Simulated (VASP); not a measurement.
# Ba (Pm-3m) in VASP: a series of runs

The runs below take Ba through single point, relaxation of cell and atoms, with LDA.

All numbers are computed with VASP 6.6.1; they aren't measurements. Logs are shortened: lines on timing, memory, paths and dates and some standing lists are left out, and cuts for length are marked.

### 1 The cell of the first run

The structure is cubic, space group Pm-3m (No. 221). Conventional cell: a = 3.732 Å, b = 3.732 Å, c = 3.732 Å, α = 90.00°, β = 90.00°, γ = 90.00°. Within 4.9 Å of Ba (site symmetry m-3m) lie 6 Ba at 3.73 Å.

### 2 Single point, LDA

INCAR reads:

```
PREC = Accurate
ENCUT = 520
EDIFF = 1E-7
ISMEAR = -1
SIGMA = 0.1
LREAL = False
LASPH = True
NELM = 80
ALGO = Normal
ISIF = 2
LWAVE = False
LCHARG = False
GGA = CA
NBANDS = 11
```

KPOINTS reads:

```
Automatic mesh
0
Gamma
  10 10 10
```

POSCAR reads:

```
Ba
1.0
    3.7323581853      0.0000000000      0.0000000000
    0.0000000000      3.7323581853      0.0000000000
    0.0000000000      0.0000000000      3.7323581853
Ba
1
Direct
    0.0000000000      0.0000000000      0.0000000000
```

Potentials or basis: VASP PAW LDA potentials, release 64 (Ba_sv).

Command:

```
$ cat potpaw_LDA.64/Ba_sv/POTCAR > POTCAR
$ mpirun -np 1 vasp_std > vasp.out
```

OUTCAR:

```text
PREC = Accurate
   ENCUT = 520
   EDIFF = 1E-7
   ISMEAR = -1
   LREAL = False
   LASPH = True
   NELM = 80
   ISIF = 2
   GGA = CA

 ion  position               nearest neighbor table
   1  0.000  0.000  0.000-

  LATTYP: Found a simple cubic cell.
 ALAT       =     3.7323581853

  Lattice vectors:

 A1 = (   3.7323581853,   0.0000000000,   0.0000000000)
 A2 = (   0.0000000000,   3.7323581853,   0.0000000000)
 A3 = (   0.0000000000,   0.0000000000,   3.7323581853)

Analysis of symmetry for initial positions (statically):
=====================================================================
 Subroutine PRICEL returns:
 Original cell was already a primitive cell.

 Routine SETGRP: Setting up the symmetry group for a
 simple cubic supercell.

 Subroutine GETGRP returns: Found 48 space group operations
 (whereof 48 operations were pure point group operations)
 out of a pool of 48 trial point group operations.

The static configuration has the point symmetry O_h .

Analysis of symmetry for dynamics (positions and initial velocities):
=====================================================================
 Subroutine PRICEL returns:
 Original cell was already a primitive cell.

 Routine SETGRP: Setting up the symmetry group for a
 simple cubic supercell.

 Subroutine GETGRP returns: Found 48 space group operations
 (whereof 48 operations were pure point group operations)
 out of a pool of 48 trial point group operations.

The dynamic configuration has the point symmetry O_h .

 Subroutine INISYM returns: Found 48 space group operations
 (whereof 48 operations are pure point group operations),
 and found     1 'primitive' translations

----------------------------------------------------------------------------------------

                                     Primitive cell

  volume of cell :      51.9936

  direct lattice vectors                    reciprocal lattice vectors
     3.732358185  0.000000000  0.000000000     0.267927126  0.000000000  0.000000000
     0.000000000  3.732358185  0.000000000     0.000000000  0.267927126  0.000000000
     0.000000000  0.000000000  3.732358185     0.000000000  0.000000000  0.267927126

  length of vectors
     3.732358185  3.732358185  3.732358185     0.267927126  0.267927126  0.267927126

  position of ions in fractional coordinates (direct lattice)
     0.000000000  0.000000000  0.000000000

  ion indices of the primitive-cell ions
   primitive index   ion index
                 1           1

----------------------------------------------------------------------------------------

 KPOINTS: Automatic mesh

Automatic generation of k-mesh.
 Grid dimensions read from file:
 generate k-points for:   10   10   10

 Generating k-lattice:

  Cartesian coordinates                     Fractional coordinates (reciprocal lattice)
     0.026792713  0.000000000  0.000000000     0.100000000  0.000000000  0.000000000
     0.000000000  0.026792713  0.000000000     0.000000000  0.100000000  0.000000000
     0.000000000  0.000000000  0.026792713     0.000000000  0.000000000  0.100000000

  Length of vectors
     0.026792713  0.026792713  0.026792713

  Shift w.r.t. Gamma in fractional coordinates (k-lattice)
     0.000000000  0.000000000  0.000000000

 Subroutine IBZKPT returns following result:
 ===========================================

 Found     56 irreducible k-points:

 Following reciprocal coordinates:
            Coordinates               Weight
  0.000000  0.000000  0.000000      1.000000
  0.100000  0.000000  0.000000      6.000000
  0.200000  0.000000  0.000000      6.000000
  0.300000  0.000000  0.000000      6.000000
  0.400000  0.000000  0.000000      6.000000
  0.500000  0.000000  0.000000      3.000000
[... 16 lines left out ...]
  0.200000  0.100000  0.100000     24.000000
  0.300000  0.100000  0.100000     24.000000
 [... further k-points ...]
   k-points           NKPTS =     56   k-points in BZ     NKDIM =     56   number of bands    NBANDS=     11
   number of dos      NEDOS =    301   number of ions     NIONS =      1
   total plane-waves  NPLWV =  21952
   dimension x,y,z NGX =    28 NGY =   28 NGZ =   28
   dimension x,y,z NGXF=    56 NGYF=   56 NGZF=   56
   ions per type =               1
   NGX,Y,Z   is equivalent  to a cutoff of  12.47, 12.47, 12.47 a.u.
   NGXF,Y,Z  is equivalent  to a cutoff of  24.94, 24.94, 24.94 a.u.
 SYSTEM =  unknown system
   PREC   = accura    normal or accurate (medium, high low for compatibility)
   ISTART =      0    job   : 0-new  1-cont  2-samecut
   ICHARG =      2    charge: 1-file 2-atom 10-const
   ISPIN  =      1    spin polarized calculation?
   LNONCOLLINEAR =      F non collinear calculations
   LSORBIT =      F    spin-orbit coupling
   LASPH  =      T    aspherical Exc in radial PAW
   ENCUT  =  520.0 eV  38.22 Ry    6.18 a.u.   6.94  6.94  6.94*2*pi/ulx,y,z
   NELM   =     80;   NELMIN=  2; NELMDL= -5     # of ELM steps
   EDIFF  = 0.1E-06   stopping-criterion for ELM
   LREAL  =      F    real-space projection
   EDIFFG = 0.1E-05   stopping-criterion for IOM
   NSW    =      0    number of steps for IOM
   IBRION =     -1    ionic relax: 0-MD 1-quasi-New 2-CG
   NFREE  =      0    steps in history (QN), initial steepest desc. (CG)
   ISIF   =      2    stress and relaxation
   ISYM   =      2    0-nonsym 1-usesym 2-fastsym
   POTIM  = 0.5000    time-step for ionic-motion
   TEBEG  =    0.0;   TEEND  =   0.0 temperature during run
   PSTRESS=    0.0 pullay stress
   NELECT =      10.0000    total number of electrons
   NUPDOWN=      -1.0000    fix difference up-down
   EMIN   =  10.00;   EMAX   =-10.00  energy-range for DOS
   EFERMI =   0.00;   METHOD = LEGACY
   ISMEAR =    -1;   SIGMA  =   0.10  broadening in eV -4-tet -1-fermi 0-gaus
   EFERMI_NEDOS =   21; number of points for ismear=-14 and -15
   IALGO  =     38    algorithm
   IMIX   =      4    mixing-type and parameters
     AMIX     =   0.40;   BMIX     =  1.00
     AMIX_MAG =   1.60;   BMIX_MAG =  1.00
  volume/ion in A,a.u.               =      51.99       350.87
  Fermi-wavevector in a.u.,A,eV,Ry     =   0.944985  1.785762 12.149953  0.892996
  Thomas-Fermi vector in A             =   2.072843
   LORBIT       =      0    0 simple, 1 ext, 2 COOP (PROOUT), +10 PAW based schemes
   GGA     = CA    functional components
   LHFCALC =     F    Hartree Fock is set to
   AEXX    =    0.0000 exact exchange contribution
   IVDW    =     0    specifies the selected vdW correction
   LEPSILON=     F    determine dielectric tensor
   LRPA    =     F    only Hartree local field effects (RPA)
 non-spin polarized calculation
  energy-cutoff  :      520.00
  volume of cell :       51.99
 maximum number of plane-waves:      1416
 NGX is ok and might be reduce to    28
   NGX = 13   NGY = 13   NGZ = 13

 number of electron      10.0000000 magnetization

 number of electron       9.9999999 magnetization

 Free energy of the ion-electron system (eV)
  ---------------------------------------------------
  ext. energy  EPLUGINS =         0.00000000
  ---------------------------------------------------
  free energy    TOTEN  =        -1.97763699 eV

  energy without entropy =       -1.93710617  energy(sigma->0) =       -1.95737158

 E-fermi :   2.0271     XC(G=0):  -8.2467

 val. band max:        2.0076203830   @ k =   0.5000   0.2000   0.2000
 cond. band min:       2.0595274868   @ k =   0.1000   0.1000   0.0000
 fundamental gap:      0.0519071038
 Fermi energy:         2.0271266344

 k-point     1 :       0.0000    0.0000    0.0000
  band No.  band energies     occupation
      1     -26.8611      2.00000
      2     -11.5038      2.00000
      3     -11.5038      2.00000
      4     -11.5038      2.00000
      5      -0.5642      2.00000
      6       1.8682      1.66093
      7       1.8682      1.66093
      8       7.7918      0.00000
      9       7.7918      0.00000
     10       7.7918      0.00000
     11      10.6546      0.00000

 k-point     2 :       0.1000    0.0000    0.0000
  band No.  band energies     occupation
      1     -26.8503      2.00000
      2     -11.6297      2.00000
      3     -11.4932      2.00000
      4     -11.4932      2.00000
      5      -0.3824      2.00000
      6       1.9225      1.48022
      7       2.0880      0.70471
      8       7.2937      0.00000
      9       7.2937      0.00000
     10       7.8221      0.00000
     11       9.9456      0.00000

 k-point     3 :       0.2000    0.0000    0.0000
  band No.  band energies     occupation
      1     -26.8220      2.00000
      2     -11.9410      2.00000
      3     -11.4652      2.00000
      4     -11.4652      2.00000
      5       0.0688      2.00000
      6       2.0725      0.77708
      7       2.6859      0.00275
      8       6.4108      0.00000
      9       6.4108      0.00000
     10       7.9037      0.00000
     11       8.8882      0.00000

 k-point     4 :       0.3000    0.0000    0.0000
  band No.  band energies     occupation
      1     -26.7866      2.00000
      2     -12.2954      2.00000
      3     -11.4302      2.00000
      4     -11.4302      2.00000
      5       0.6288      2.00000
      6       2.2770      0.15188
      7       3.3198      0.00000
      8       5.6428      0.00000
      9       5.6428      0.00000
     10       8.0091      0.00000
     11       8.4403      0.00000

 k-point     5 :       0.4000    0.0000    0.0000
  band No.  band energies     occupation
      1     -26.7576      2.00000
      2     -12.5623      2.00000
      3     -11.4015      2.00000
      4     -11.4015      2.00000
      5       1.1678      1.99963
      6       2.4623      0.02545
      7       3.4559      0.00000
      8       5.1442      0.00000
      9       5.1442      0.00000
     10       8.0986      0.00000
     11       9.1576      0.00000

 k-point     6 :       0.5000    0.0000    0.0000
  band No.  band energies     occupation
      1     -26.7464      2.00000
      2     -12.6603      2.00000
      3     -11.3904      2.00000
      4     -11.3904      2.00000
      5       1.4342      1.99470
      6       2.5389      0.01191
      7       3.3427      0.00000
      8       4.9726      0.00000
      9       4.9726      0.00000
     10       8.1338      0.00000
     11       9.4807      0.00000

 k-point     7 :       0.1000    0.1000    0.0000
  band No.  band energies     occupation
      1     -26.8396      2.00000
      2     -11.6265      2.00000
      3     -11.6100      2.00000
      4     -11.4826      2.00000
      5      -0.1998      2.00000
      6       2.0595      0.83940
      7       2.2217      0.24998
      8       6.7611      0.00000
      9       7.1999      0.00000
     10       7.4849      0.00000
     11      10.4379      0.00000

 k-point     8 :       0.2000    0.1000    0.0000
  band No.  band energies     occupation
      1     -26.8114      2.00000
      2     -11.9282      2.00000
      3     -11.5877      2.00000
      4     -11.4548      2.00000
      5       0.2492      2.00000
      6       2.2391      0.21446
      7       2.7778      0.00110
      8       5.8765      0.00000
      9       6.4375      0.00000
     10       7.4840      0.00000
     11       9.3463      0.00000
[... 141 lines left out ...]
 k-point    19 :       0.4000    0.4000    0.0000
  band No.  band energies     occupation
      1     -26.6572      2.00000
      2     -12.4111      2.00000
      3     -12.3980      2.00000
      4     -11.3049      2.00000
      5       1.0448      1.99989
      6       2.6074      0.00602
      7       5.6308      0.00000
      8       5.7360      0.00000
      9       5.7714      0.00000
     10       5.7789      0.00000
     11       9.2877      0.00000

 k-point    20 :       0.5000    0.4000    0.0000
  band No.  band energies     occupation
      1     -26.6464      2.00000
      2     -12.4984      2.00000
      3     -12.3873      2.00000
      4     -11.2945      2.00000
      5       0.8919      1.99998
      6       2.7163      0.00203
      7       5.5143      0.00000
      8       5.7504      0.00000
      9       5.8515      0.00000
     10       6.1335      0.00000
     11       9.4522      0.00000

 k-point    21 :       0.5000    0.5000    0.0000
  band No.  band energies     occupation
      1     -26.6356      2.00000
      2     -12.4806      2.00000
      3     -12.4806      2.00000
      4     -11.2841      2.00000
      5       0.7212      2.00000
      6       2.8313      0.00064
      7       5.5826      0.00000
      8       5.5826      0.00000
      9       6.2449      0.00000
     10       6.2449      0.00000
     11       9.6387      0.00000

 k-point    22 :       0.1000    0.1000    0.1000
  band No.  band energies     occupation
      1     -26.8290      2.00000
      2     -11.6231      2.00000
      3     -11.5988      2.00000
      4     -11.5988      2.00000
      5      -0.0160      2.00000
      6       2.2742      0.15585
      7       2.2742      0.15585
      8       6.5867      0.00000
      9       6.9433      0.00000
     10       6.9433      0.00000
     11      10.8365      0.00000

 k-point    23 :       0.2000    0.1000    0.1000
  band No.  band energies     occupation
      1     -26.8009      2.00000
      2     -11.9156      2.00000
      3     -11.5837      2.00000
      4     -11.5694      2.00000
      5       0.4315      2.00000
      6       2.4209      0.03824
      7       2.8507      0.00053
      8       5.8491      0.00000
      9       5.9985      0.00000
     10       6.9939      0.00000
     11       9.8701      0.00000

 k-point    24 :       0.3000    0.1000    0.1000
  band No.  band energies     occupation
      1     -26.7657      2.00000
      2     -12.2660      2.00000
      3     -11.5462      2.00000
      4     -11.5325      2.00000
      5       0.9793      1.99994
      6       2.6271      0.00495
      7       3.2992      0.00001
      8       5.1707      0.00000
      9       5.5228      0.00000
     10       7.1350      0.00000
     11       9.1771      0.00000

 [... further k-points ...]
[... 5 lines left out ...]
  --------------------------------------------------------------------------------------
  -------------------------------------------------------------------------------------
  Total        0.0208817      0.0208817      0.0208817      0.0000000      0.0000000      0.0000000
  in kB        0.6434658      0.6434658      0.6434658      0.0000000      0.0000000      0.0000000
  external PRESSURE =       0.6434658 kB  Pullay stress =       0.0000000 kB

 VOLUME and BASIS-vectors are now :
 -----------------------------------------------------------------------------
  energy-cutoff  :      520.00
  volume of cell :       51.99
      direct lattice vectors                 reciprocal lattice vectors
     3.732358185  0.000000000  0.000000000     0.267927126  0.000000000  0.000000000
     0.000000000  3.732358185  0.000000000     0.000000000  0.267927126  0.000000000
     0.000000000  0.000000000  3.732358185     0.000000000  0.000000000  0.267927126

 POSITION                                       TOTAL-FORCE (eV/Angst)
 -----------------------------------------------------------------------------------
      0.00000      0.00000      0.00000         0.000000      0.000000      0.000000
 -----------------------------------------------------------------------------------
    total drift:                               -0.000000      0.000000     -0.000000

  FREE ENERGIE OF THE ION-ELECTRON SYSTEM (eV)
  ---------------------------------------------------
  free  energy   TOTEN  =        -1.9776369867 eV

  energy  without entropy=       -1.9371061745  energy(sigma->0) =       -1.95737158
```

Run time: 11 s. Hardware: 1 thread of Intel Xeon Platinum 8488C (Sapphire Rapids), shared host; peak memory 0.15 GiB.

What came out:

```yaml
Free_energy: -1.9776 eV
Pressure: 0.1 GPa
Band_gap_on_the_k_mesh: zero (band 5 reaches 2.12 eV, above the bottom of band 6 at 1.81 eV)
```

Caveat: spin-orbit coupling is left out, which moves the levels of the heavy elements.

[end of part 1 of 2]
